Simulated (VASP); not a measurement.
# Pt (Fm-3m) in VASP: single point with LDA

Aim: the single point of Pt with LDA.

Program: VASP 6.6.1. These are calculated values, not measurements. Logs are shortened: lines on timing, memory, paths and dates and some standing lists are left out, and cuts for length are marked.

## Step 1: The cell of the first run

Symmetry: Fm-3m, No. 225, cubic system. Conventional cell: a = 3.916 Å, b = 3.916 Å, c = 3.916 Å, α = 90.00°, β = 90.00°, γ = 90.00°. Pt (site symmetry m-3m) has 12 Pt at 2.77 Å within 3.6 Å.

## Step 2: Single point, LDA

Contents of INCAR:

```
SYSTEM = Pt
  PREC = Accurate
  ENCUT = 500
  EDIFF = 1E-6
  ISMEAR = 0
  SIGMA = 0.1
  LREAL = .FALSE.
  LASPH = .TRUE.
  NELM = 120
  ALGO = Normal
  ISIF = 2
  LWAVE = .FALSE.
  LCHARG = .FALSE.
  NBANDS = 11
  GGA_COMPAT = .FALSE.
```

Contents of KPOINTS:

```
regular mesh
0
G
  8 8 8
  0 0 0
```

Contents of POSCAR:

```
Pt
1.0
    0.0000000000      1.9579000000      1.9579000000
    1.9579000000      0.0000000000      1.9579000000
    1.9579000000      1.9579000000      0.0000000000
Pt
1
Direct
    0.0000000000      0.0000000000      0.0000000000
```

Potentials or basis: VASP PAW LDA potentials, release 64 (Pt).

Started as:

```console
cat potpaw_LDA.64/Pt/POTCAR > POTCAR
mpirun -np 1 vasp_std > vasp.out
```

OUTCAR:

```text
SYSTEM = Pt
   PREC = Accurate
   ENCUT = 500
   EDIFF = 1E-6
   ISMEAR = 0
   LREAL = .FALSE.
   LASPH = .TRUE.
   NELM = 120
   ISIF = 2

 ion  position               nearest neighbor table
   1  0.000  0.000  0.000-

  LATTYP: Found a face centered cubic cell.
 ALAT       =     3.9158000000

  Lattice vectors:

 A1 = (   0.0000000000,   1.9579000000,   1.9579000000)
 A2 = (   1.9579000000,   0.0000000000,   1.9579000000)
 A3 = (   1.9579000000,   1.9579000000,   0.0000000000)

Analysis of symmetry for initial positions (statically):
=====================================================================
 Subroutine PRICEL returns:
 Original cell was already a primitive cell.

 Routine SETGRP: Setting up the symmetry group for a
 face centered cubic supercell.

 Subroutine GETGRP returns: Found 48 space group operations
 (whereof 48 operations were pure point group operations)
 out of a pool of 48 trial point group operations.

The static configuration has the point symmetry O_h .

Analysis of symmetry for dynamics (positions and initial velocities):
=====================================================================
 Subroutine PRICEL returns:
 Original cell was already a primitive cell.

 Routine SETGRP: Setting up the symmetry group for a
 face centered cubic supercell.

 Subroutine GETGRP returns: Found 48 space group operations
 (whereof 48 operations were pure point group operations)
 out of a pool of 48 trial point group operations.

The dynamic configuration has the point symmetry O_h .

 Subroutine INISYM returns: Found 48 space group operations
 (whereof 48 operations are pure point group operations),
 and found     1 'primitive' translations

----------------------------------------------------------------------------------------

                                     Primitive cell

  volume of cell :      15.0107

  direct lattice vectors                    reciprocal lattice vectors
     0.000000000  1.957900000  1.957900000    -0.255375658  0.255375658  0.255375658
     1.957900000  0.000000000  1.957900000     0.255375658 -0.255375658  0.255375658
     1.957900000  1.957900000  0.000000000     0.255375658  0.255375658 -0.255375658

  length of vectors
     2.768888734  2.768888734  2.768888734     0.442323614  0.442323614  0.442323614

  position of ions in fractional coordinates (direct lattice)
     0.000000000  0.000000000  0.000000000

  ion indices of the primitive-cell ions
   primitive index   ion index
                 1           1

----------------------------------------------------------------------------------------

 KPOINTS: regular mesh

Automatic generation of k-mesh.
 Grid dimensions read from file:
 generate k-points for:    8    8    8

 Generating k-lattice:

  Cartesian coordinates                     Fractional coordinates (reciprocal lattice)
    -0.031921957  0.031921957  0.031921957     0.125000000  0.000000000  0.000000000
     0.031921957 -0.031921957  0.031921957     0.000000000  0.125000000  0.000000000
     0.031921957  0.031921957 -0.031921957     0.000000000  0.000000000  0.125000000

  Length of vectors
     0.055290452  0.055290452  0.055290452

  Shift w.r.t. Gamma in fractional coordinates (k-lattice)
     0.000000000  0.000000000  0.000000000

 Subroutine IBZKPT returns following result:
 ===========================================

 Found     29 irreducible k-points:

 Following reciprocal coordinates:
            Coordinates               Weight
  0.000000  0.000000  0.000000      1.000000
  0.125000  0.000000  0.000000      8.000000
  0.250000  0.000000  0.000000      8.000000
  0.375000  0.000000  0.000000      8.000000
  0.500000  0.000000  0.000000      4.000000
  0.125000  0.125000  0.000000      6.000000
[... 16 lines left out ...]
  0.500000  0.250000  0.125000     48.000000
 -0.375000  0.250000  0.125000     24.000000
 [... further k-points ...]
   k-points           NKPTS =     29   k-points in BZ     NKDIM =     29   number of bands    NBANDS=     11
   number of dos      NEDOS =    301   number of ions     NIONS =      1
   total plane-waves  NPLWV =   8000
   dimension x,y,z NGX =    20 NGY =   20 NGZ =   20
   dimension x,y,z NGXF=    40 NGYF=   40 NGZF=   40
   ions per type =               1
   NGX,Y,Z   is equivalent  to a cutoff of  12.01, 12.01, 12.01 a.u.
   NGXF,Y,Z  is equivalent  to a cutoff of  24.02, 24.02, 24.02 a.u.
 SYSTEM =  Pt
   PREC   = accura    normal or accurate (medium, high low for compatibility)
   ISTART =      0    job   : 0-new  1-cont  2-samecut
   ICHARG =      2    charge: 1-file 2-atom 10-const
   ISPIN  =      1    spin polarized calculation?
   LNONCOLLINEAR =      F non collinear calculations
   LSORBIT =      F    spin-orbit coupling
   LASPH  =      T    aspherical Exc in radial PAW
   ENCUT  =  500.0 eV  36.75 Ry    6.06 a.u.   5.05  5.05  5.05*2*pi/ulx,y,z
   NELM   =    120;   NELMIN=  2; NELMDL= -5     # of ELM steps
   EDIFF  = 0.1E-05   stopping-criterion for ELM
   LREAL  =      F    real-space projection
   EDIFFG = 0.1E-04   stopping-criterion for IOM
   NSW    =      0    number of steps for IOM
   IBRION =     -1    ionic relax: 0-MD 1-quasi-New 2-CG
   NFREE  =      0    steps in history (QN), initial steepest desc. (CG)
   ISIF   =      2    stress and relaxation
   ISYM   =      2    0-nonsym 1-usesym 2-fastsym
   POTIM  = 0.5000    time-step for ionic-motion
   TEBEG  =    0.0;   TEEND  =   0.0 temperature during run
   PSTRESS=    0.0 pullay stress
   NELECT =      10.0000    total number of electrons
   NUPDOWN=      -1.0000    fix difference up-down
   EMIN   =  10.00;   EMAX   =-10.00  energy-range for DOS
   EFERMI =   0.00;   METHOD = LEGACY
   ISMEAR =     0;   SIGMA  =   0.10  broadening in eV -4-tet -1-fermi 0-gaus
   EFERMI_NEDOS =   21; number of points for ismear=-14 and -15
   IALGO  =     38    algorithm
   IMIX   =      4    mixing-type and parameters
     AMIX     =   0.40;   BMIX     =  1.00
     AMIX_MAG =   1.60;   BMIX_MAG =  1.00
  volume/ion in A,a.u.               =      15.01       101.30
  Fermi-wavevector in a.u.,A,eV,Ry     =   1.429797  2.701924 27.814648  2.044319
  Thomas-Fermi vector in A             =   2.549712
   LORBIT       =      0    0 simple, 1 ext, 2 COOP (PROOUT), +10 PAW based schemes
   GGA     = CA    functional components
   LHFCALC =     F    Hartree Fock is set to
   AEXX    =    0.0000 exact exchange contribution
   IVDW    =     0    specifies the selected vdW correction
   LEPSILON=     F    determine dielectric tensor
   LRPA    =     F    only Hartree local field effects (RPA)
 non-spin polarized calculation
 Gauss-broadening in eV      SIGMA  =   0.10
  energy-cutoff  :      500.00
  volume of cell :       15.01
 maximum number of plane-waves:       392
   NGX =  9   NGY =  9   NGZ =  9

 number of electron      10.0000001 magnetization

 Free energy of the ion-electron system (eV)
  ---------------------------------------------------
  ext. energy  EPLUGINS =         0.00000000
  ---------------------------------------------------
  free energy    TOTEN  =        -7.49430298 eV

  energy without entropy =       -7.48538673  energy(sigma->0) =       -7.48984486

 E-fermi :  11.1643     XC(G=0): -13.7198

 val. band max:       11.0129729192   @ k =  -0.3750   0.3750   0.0000
 cond. band min:      11.1679173407   @ k =  -0.2500   0.1250   0.0000
 fundamental gap:      0.1549444215
 Fermi energy:        11.1643208866

 k-point     1 :       0.0000    0.0000    0.0000
  band No.  band energies     occupation
      1       0.9339      2.00000
      2       7.3556      2.00000
      3       7.3556      2.00000
      4       7.3556      2.00000
      5       9.5587      2.00000
      6       9.5587      2.00000
      7      25.8462      0.00000
      8      30.7909      0.00000
      9      30.7909      0.00000
     10      30.7909      0.00000
     11      36.2698      0.00000

 k-point     2 :       0.1250    0.0000    0.0000
  band No.  band energies     occupation
      1       1.5478      2.00000
      2       7.1123      2.00000
      3       7.5772      2.00000
      4       7.5772      2.00000
      5       9.4555      2.00000
      6       9.4555      2.00000
      7      26.7508      0.00000
      8      28.3605      0.00000
      9      31.7428      0.00000
     10      31.7428      0.00000
     11      37.5393      0.00000

 k-point     3 :       0.2500    0.0000    0.0000
  band No.  band energies     occupation
      1       2.9841      2.00000
      2       7.0142      2.00000
      3       7.7388      2.00000
      4       7.7388      2.00000
      5       9.7302      2.00000
      6       9.7302      2.00000
      7      24.5456      0.00000
      8      27.6147      0.00000
      9      33.8823      0.00000
     10      33.8823      0.00000
     11      34.7502      0.00000

 k-point     4 :       0.3750    0.0000    0.0000
  band No.  band energies     occupation
      1       3.7660      2.00000
      2       7.4615      2.00000
      3       7.4615      2.00000
      4       8.6984      2.00000
      5      10.6971      2.00000
      6      10.6971      2.00000
      7      20.0289      0.00000
      8      26.1184      0.00000
      9      31.5917      0.00000
     10      31.5917      0.00000
     11      37.6939      0.00000

 k-point     5 :       0.5000    0.0000    0.0000
  band No.  band energies     occupation
      1       3.8075      2.00000
      2       7.3031      2.00000
      3       7.3031      2.00000
      4      10.7321      2.00000
      5      11.2394      0.28833
      6      11.2394      0.28833
      7      17.0704      0.00000
      8      25.4152      0.00000
      9      30.1543      0.00000
     10      30.1543      0.00000
     11      39.7591      0.00000

 k-point     6 :       0.1250    0.1250    0.0000
  band No.  band energies     occupation
      1       1.7573      2.00000
      2       6.8368      2.00000
      3       7.7906      2.00000
      4       7.7906      2.00000
      5       8.9834      2.00000
      6       9.7773      2.00000
      7      27.1299      0.00000
      8      29.3813      0.00000
      9      30.7866      0.00000
     10      30.7866      0.00000
     11      39.0239      0.00000

 k-point     7 :       0.2500    0.1250    0.0000
  band No.  band energies     occupation
      1       2.9881      2.00000
      2       6.4291      2.00000
      3       7.8701      2.00000
      4       8.1585      2.00000
      5       9.1013      2.00000
      6      10.1053      2.00000
      7      26.3705      0.00000
      8      28.4308      0.00000
      9      30.7155      0.00000
     10      31.8209      0.00000
     11      35.5639      0.00000

 k-point     8 :       0.3750    0.1250    0.0000
  band No.  band energies     occupation
      1       4.1314      2.00000
      2       6.9883      2.00000
      3       7.2944      2.00000
      4       8.0190      2.00000
      5      10.7734      2.00000
      6      10.8989      1.99983
      7      21.7340      0.00000
      8      27.2829      0.00000
      9      29.7783      0.00000
     10      31.5397      0.00000
     11      37.2189      0.00000
[... 141 lines left out ...]
 k-point    19 :       0.5000    0.3750    0.0000
  band No.  band energies     occupation
      1       4.4181      2.00000
      2       4.8837      2.00000
      3       9.6201      2.00000
      4      10.5251      2.00000
      5      11.4956      0.00000
      6      14.0664      0.00000
      7      20.0488      0.00000
      8      23.0260      0.00000
      9      23.9330      0.00000
     10      31.9989      0.00000
     11      34.8007      0.00000

 k-point    20 :      -0.3750    0.3750    0.0000
  band No.  band energies     occupation
      1       4.8757      2.00000
      2       5.6805      2.00000
      3       8.3091      2.00000
      4       9.8744      2.00000
      5      11.0130      1.96768
      6      16.9374      0.00000
      7      17.9624      0.00000
      8      21.3810      0.00000
      9      25.8949      0.00000
     10      31.3330      0.00000
     11      37.9572      0.00000

 k-point    21 :       0.5000    0.5000    0.0000
  band No.  band energies     occupation
      1       4.0672      2.00000
      2       4.5080      2.00000
      3      11.2197      0.43378
      4      11.6879      0.00000
      5      11.6879      0.00000
      6      12.9857      0.00000
      7      20.1271      0.00000
      8      22.5818      0.00000
      9      22.5818      0.00000
     10      31.4855      0.00000
     11      34.8170      0.00000

 k-point    22 :       0.3750    0.2500    0.1250
  band No.  band energies     occupation
      1       4.2727      2.00000
      2       6.0306      2.00000
      3       7.3535      2.00000
      4       9.0333      2.00000
      5       9.1392      2.00000
      6      11.2192      0.43735
      7      24.7601      0.00000
      8      27.0128      0.00000
      9      29.2056      0.00000
     10      31.4472      0.00000
     11      35.5228      0.00000

 k-point    23 :       0.5000    0.2500    0.1250
  band No.  band energies     occupation
      1       5.0785      2.00000
      2       6.5495      2.00000
      3       6.8302      2.00000
      4       8.7503      2.00000
      5      10.4465      2.00000
      6      13.1443      0.00000
      7      20.5057      0.00000
      8      25.6448      0.00000
      9      27.4781      0.00000
     10      31.7114      0.00000
     11      35.5292      0.00000

 k-point    24 :      -0.3750    0.2500    0.1250
  band No.  band energies     occupation
      1       5.0953      2.00000
      2       6.3390      2.00000
      3       7.7177      2.00000
      4       8.4840      2.00000
      5      11.0007      1.97930
      6      15.6594      0.00000
      7      16.7362      0.00000
      8      25.9676      0.00000
      9      26.3460      0.00000
     10      30.3651      0.00000
     11      37.4559      0.00000

 [... further k-points ...]
[... 5 lines left out ...]
  --------------------------------------------------------------------------------------
  -------------------------------------------------------------------------------------
  Total       -0.4579808     -0.4579808     -0.4579808     -0.0000000     -0.0000000     -0.0000000
  in kB      -48.8828316    -48.8828316    -48.8828316     -0.0000000     -0.0000000     -0.0000000
  external PRESSURE =     -48.8828316 kB  Pullay stress =       0.0000000 kB

 VOLUME and BASIS-vectors are now :
 -----------------------------------------------------------------------------
  energy-cutoff  :      500.00
  volume of cell :       15.01
      direct lattice vectors                 reciprocal lattice vectors
     0.000000000  1.957900000  1.957900000    -0.255375658  0.255375658  0.255375658
     1.957900000  0.000000000  1.957900000     0.255375658 -0.255375658  0.255375658
     1.957900000  1.957900000  0.000000000     0.255375658  0.255375658 -0.255375658

 POSITION                                       TOTAL-FORCE (eV/Angst)
 -----------------------------------------------------------------------------------
      0.00000      0.00000      0.00000         0.000000      0.000000     -0.000000
 -----------------------------------------------------------------------------------
    total drift:                               -0.000000     -0.000000     -0.000000

  FREE ENERGIE OF THE ION-ELECTRON SYSTEM (eV)
  ---------------------------------------------------
  free  energy   TOTEN  =        -7.4943029840 eV

  energy  without entropy=       -7.4853867264  energy(sigma->0) =       -7.48984486
```

It took 5.1 s on 1 thread of AMD EPYC 9R45 (Zen 5), shared host; peak memory 0.09 GiB.

Results:

```
Free energy            : -7.4943 eV
Pressure               : -4.9 GPa
Band gap on the k mesh : zero (band 5 reaches 11.69 eV, above the bottom of band 6 at 9.46 eV)
```

Levels at points of the mesh, in eV from the Fermi level:
```tsv
k point	band 2	band 3	band 4	band 5	band 6	band 7	band 8	band 9
(0.00, 0.00, 0.00)	-3.81	-3.81	-3.81	-1.61	-1.61	14.68	19.63	19.63
(0.50, 0.00, 0.00)	-3.86	-3.86	-0.43	0.08	0.08	5.91	14.25	18.99
(0.50, 0.50, 0.00)	-6.66	0.06	0.52	0.52	1.82	8.96	11.42	11.42
```

Caveat: spin-orbit coupling is left out, which moves the levels of the heavy elements.
